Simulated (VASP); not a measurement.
Here is a VASP 6.6.1 calculation.

Contents of INCAR:

```
PREC = Accurate
ENCUT = 520
EDIFF = 1E-6
ISMEAR = -1
SIGMA = 0.4
LREAL = False
LASPH = True
NELM = 80
ALGO = Fast
ISIF = 2
LWAVE = False
LCHARG = False
GGA = PE
NBANDS = 13
```

KPOINTS

```
regular mesh
0
Gamma
  20 20 20
```

Contents of POSCAR:

```
W
1.0
   -1.5174350000      1.5174350000      1.6771650000
    1.5174350000     -1.5174350000      1.6771650000
    1.5174350000      1.5174350000     -1.6771650000
W
1
Direct
    0.0000000000      0.0000000000      0.0000000000
```

Potentials or basis: VASP PAW PBE potentials, release 64 (W_sv).

Run with:

```console
$ cat potpaw_PBE.64/W_sv/POTCAR > POTCAR
$ mpirun -np 1 vasp_std > vasp.out
```

Task: Estimate the band gap on the k mesh.

Result: Zero (band 7 reaches 16.94 eV, above the bottom of band 8 at 10.87 eV).

Task: What does it give for the pressure?

Result: 17.9 GPa.

Stress tensor (GPa, compression positive):
```
25.77  0.00  0.00
 0.00 25.77  0.00
 0.00  0.00  2.25
```

Caveat: the cell differs from its parent crystal (strain -0.050 along x and y, +0.050 along z); spin-orbit coupling is left out, which moves the levels of the heavy elements.
